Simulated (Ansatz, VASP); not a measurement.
**One calculation of CoTeH, two programs**

File INCAR:

```
SYSTEM = CoTeH
ALGO = Normal
EDIFF = 1E-6
EDIFFG = -0.01
ENCUT = 600
GGA = PE
IBRION = 2
ISIF = 3
ISMEAR = 0
LASPH = .True.
LCHARG = .False.
LREAL = .False.
LWAVE = .False.
NELM = 80
NSW = 100
PREC = Accurate
SIGMA = 0.1
```

KPOINTS

```
k-points
0
Gamma
  12 12 4
  0 0 0
```

Contents of POSCAR:

```
CoTeH
1.0
    3.1498487432      0.0000000000      0.0000000000
   -1.5749243716      2.7278490297      0.0000000000
    0.0000000000      0.0000000000      9.0235080205
Co Te H
2 2 2
Direct
    0.3333333333      0.6666666667      0.2500000000
    0.6666666667      0.3333333333      0.7500000000
    0.0000000000      0.0000000000      0.0000000000
    0.0000000000      0.0000000000      0.5000000000
    0.0000000000      0.0000000000      0.2500000000
    0.0000000000      0.0000000000      0.7500000000
```

Input for Ansatz:

```yaml
crystal:
  lattice:
    - [3.1498487432, 0.0, 0.0]
    - [-1.5749243716, 2.7278490297, 0.0]
    - [0.0, 0.0, 9.0235080205]
  atoms:
    - { symbol: Co, position: [0.3333333333, 0.6666666667, 0.25] }
    - { symbol: Co, position: [0.6666666667, 0.3333333333, 0.75] }
    - { symbol: Te, position: [0.0, 0.0, 0.0] }
    - { symbol: Te, position: [0.0, 0.0, 0.5] }
    - { symbol: H, position: [0.0, 0.0, 0.25] }
    - { symbol: H, position: [0.0, 0.0, 0.75] }
basis:
  ecutwfc: 420
kpoints:
  mp_grid: { grid: [12, 12, 4] }
hamiltonian:
  xc: pbe
scf:
  occupations: { method: gaussian, width: 0.1 }
output:
  forces: true
  stress: true
  eigenvalues: true
relax:
  adjacent_minimum: "off"
  f_tol: 0.01
  max_steps: 80
  cell: { stress_tol: 0.05 }
```

Alike in both runs: task relaxation of cell and atoms; functional PBE; k mesh 12 × 12 × 4; occupations gaussian, width 0.1 eV; no spin polarisation.

|  | VASP | Ansatz |
| --- | --- | --- |
| version | VASP 6.6.1 | Ansatz 0.2.0 |
| potentials or method | VASP PAW PBE potentials, release 64 (Co, Te, H), cutoff 600 eV | scalar-relativistic, plane waves, PAW |
| valence electrons in the cell | 32 | 68 |

Ansatz gave:

| Item | Value |
| --- | --- |
| gap on the k mesh at the Fermi level, each at its own relaxed structure (eV) | none |
| relaxed volume (Å³/atom) | 12.98 |
| relaxed length of the cell vector where the two differ most in proportion (Å) | 8.991 |

Q: Estimate VASP's values.

A: gap on the k mesh at the Fermi level, each at its own relaxed structure (eV): none; relaxed volume (Å³/atom): 12.97; relaxed length of the cell vector where the two differ most in proportion (Å): 8.980.

A gap of «none» marks a metal or a gap that the smearing closes. VASP's potentials hold 32 valence electrons a cell and Ansatz's 68, so a difference there can come from the potentials and not from the codes.

Neither program's run includes spin-orbit coupling.
